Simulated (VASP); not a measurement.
Si16H5Cl, 22 atoms in the cell. The cell holds a slab with vacuum, 22 atoms: a = 7.679 Å, b = 7.679 Å, c = 17.419 Å, α = 90.00°, β = 90.00°, γ = 60.00°. 

| Item | Value |
| --- | --- |
| Program | VASP 6.6.1 |
| Task | single point |
| Functional | PBE |
| Potentials or basis | VASP PAW PBE potentials, release 64 (H, Si, Cl) |
| Cutoff | 520 eV |
| k mesh | 2 × 2 × 1 |
| Occupations | gaussian, width 0.02 eV |
| Spin | no spin polarisation |
| Dipole correction | no |
| Further INCAR settings | LREAL = Auto; ALGO = Normal; EDIFF = 1e-07; NBANDS = 55 |

Potentials or basis: VASP PAW PBE potentials, release 64 (H, Si, Cl).

Launch:

```sh
$ cat potpaw_PBE.64/H/POTCAR potpaw_PBE.64/Si/POTCAR potpaw_PBE.64/Cl/POTCAR > POTCAR
$ mpirun -np 1 vasp_std > vasp.out
```

Hardware: 1 thread of Intel(R) Xeon(R) 6975P-C (Granite Rapids), with other jobs on the host.

Q: Estimate the wall time of this run.

A: Run time: 5.4 min on 1 thread of Intel(R) Xeon(R) 6975P-C (Granite Rapids), with other jobs on the host, peak memory 0.97 GiB. Counts: scf iterations 29, k points 4.
